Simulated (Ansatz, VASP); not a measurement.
## One calculation of Al, two programs

```
Al
1.0
    -1.56441    1.56441    1.56441
     1.56441   -1.56441    1.56441
     1.56441    1.56441   -1.56441
Al
1
Direct
  0.00000 0.00000 0.00000
```

Alike in both runs: task single point; functional PBE; k mesh 18 × 18 × 18; occupations gaussian, width 0.1 eV; no spin polarisation.

```csv
,VASP,Ansatz
version,VASP 6.6.1,Ansatz 0.2.0
potentials or method,"VASP PAW PBE potentials, release 64 (Al), cutoff 520 eV","scalar-relativistic, plane waves, PAW"
valence electrons in the cell,3,3
```

|  | VASP | Ansatz | Ansatz less VASP |
| --- | --- | --- | --- |
| gap on the k mesh at the Fermi level (eV) | none | none | - |
| pressure (GPa) | 8.6 | 8.6 | +0.01 |

A gap of «none» marks a metal or a gap that the smearing closes. The functional is the same, so the differences come from potentials, cutoffs and numerics.
